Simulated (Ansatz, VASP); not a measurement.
Mg3ScBr3 in VASP and in Ansatz

```xyz
7
Lattice="6.0276 0.0000 0.0000 0.0000 6.0276 0.0000 0.0000 0.0000 6.0276" Properties=species:S:1:pos:R:3 pbc="T T T"
Mg    0.0000    3.0138    3.0138
Mg    3.0138    3.0138    0.0000
Mg    3.0138    0.0000    3.0138
Sc    3.0138    3.0138    3.0138
Br    0.0000    3.0138    0.0000
Br    3.0138    0.0000    0.0000
Br    0.0000    0.0000    3.0138
```

Change from the starting cell: species swapped into the Ce3GaBr3 type (Pm-3m, No. 221).

Alike in both runs: functional PBE; k mesh 6 × 6 × 6; occupations gaussian, width 0.1 eV; collinear spin.

Ansatz relaxed the structure, and its values are those at the end. VASP's run is a single point on that final structure, the one shown.

|  | VASP | Ansatz |
| --- | --- | --- |
| version | VASP 6.6.1 | Ansatz 0.2.0 |
| potentials or method | VASP PAW PBE potentials, release 64 (Mg, Sc_sv, Br), cutoff 520 eV | scalar-relativistic, plane waves, PAW |
| valence electrons in the cell | 38 | 62 |

VASP gave:

- gap on the k mesh at the Fermi level (eV): none
- pressure (GPa): 0.0
- net moment per atom (μB): 0.24
- size of the moment on the site where the two differ most (μB): 0.04

Question: Estimate Ansatz's values.

Answer: gap on the k mesh at the Fermi level (eV): none; pressure (GPa): 0.0; net moment per atom (μB): 0.24; size of the moment on the site where the two differ most (μB): 0.09.

Site moments also hang on the region over which each program counts them. A gap of «none» marks a metal or a gap that the smearing closes. The functional is the same, so the differences come from potentials, cutoffs and numerics. VASP's potentials hold 38 valence electrons a cell and Ansatz's 62, so a difference there can come from the potentials and not from the codes.
